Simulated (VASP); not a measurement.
**Nb: single point with PBEsol**

Nb:

```xyz
1
Lattice="-1.4931 1.4931 1.4931 1.4931 -1.4931 1.4931 1.4931 1.4931 -1.4931" Properties=species:S:1:pos:R:3 pbc="T T T"
Nb    0.0000    0.0000    0.0000
```

This cell differs from its parent crystal: volume scaled by 0.76.

```json
{
  "Program": "VASP 6.6.1",
  "Task": "single point",
  "Functional": "PBEsol",
  "Potentials or basis": "VASP PAW PBE potentials, release 64 (Nb_sv)",
  "Cutoff": "520 eV",
  "k mesh": "16 × 16 × 16",
  "Occupations": "fermi-dirac, width 0.1 eV",
  "Spin": "no spin polarisation"
}
```

```json
{"Pressure": "81.3 GPa"}
```

Levels at points of the mesh, in eV from the Fermi level:
```tsv
k point	band 4	band 5	band 6	band 7	band 8	band 9
(0.00, 0.00, 0.00)	-28.61	-6.28	-0.01	-0.01	-0.01	4.02
(0.50, 0.00, 0.00)	-28.68	-5.35	-2.98	4.30	4.37	5.32
(0.50, 0.50, 0.50)	-30.78	-6.05	-6.05	7.84	7.84	7.84
```

It took 39 s on 1 thread of Intel Xeon 6975P-C, with other jobs on the host, peak memory 0.14 GiB.

Caveat: the PAW data sets were made with another functional, which shifts forces and pressure a little.
